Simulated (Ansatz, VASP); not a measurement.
MgB2: VASP and Ansatz over several settings

```
CELL_PARAMETERS angstrom
3.02202 0.00000 0.00000
-1.51101 2.61715 0.00000
0.00000 0.00000 3.45108
ATOMIC_POSITIONS crystal
Mg 0.00000 0.00000 0.00000
B 0.66667 0.33333 0.50000
B 0.33333 0.66667 0.50000
```

Single points on this cell with VASP 6.6.1 and Ansatz 0.2.0. Each row is one pair of runs. Alike in all rows: spin: off; k mesh: 10 × 10 × 8; smearing: fermi-dirac, width 0.05 eV.

```csv
level,"VASP's potentials, cutoff","Ansatz's potentials, cutoff","gap on the k mesh at the Fermi level (eV), VASP","gap on the k mesh at the Fermi level (eV), Ansatz","pressure (GPa), VASP","pressure (GPa), Ansatz"
PBEsol+D3(BJ),"VASP PAW PBE potentials, release 64 (Mg, B), 520 eV","Ansatz PAW, 420 eV",none,none,2.6,2.5
revPBE,"VASP PAW PBE potentials, release 64 (Mg, B), 520 eV","Ansatz PAW, 420 eV",none,none,12.0,12.4
r2SCAN,"VASP PAW PBE potentials, release 64 (Mg_sv, B), 660 eV","Ansatz PAW, 500 eV",none,none,8.4,8.2
```

Pressure (GPa): the two programs differ by at most 0.36.

VASP's potentials hold 8 valence electrons a cell and Ansatz's 16 in some rows, so a difference there can come from the potentials and not from the codes.

A gap of «none» marks a metal or a gap that the smearing closes.
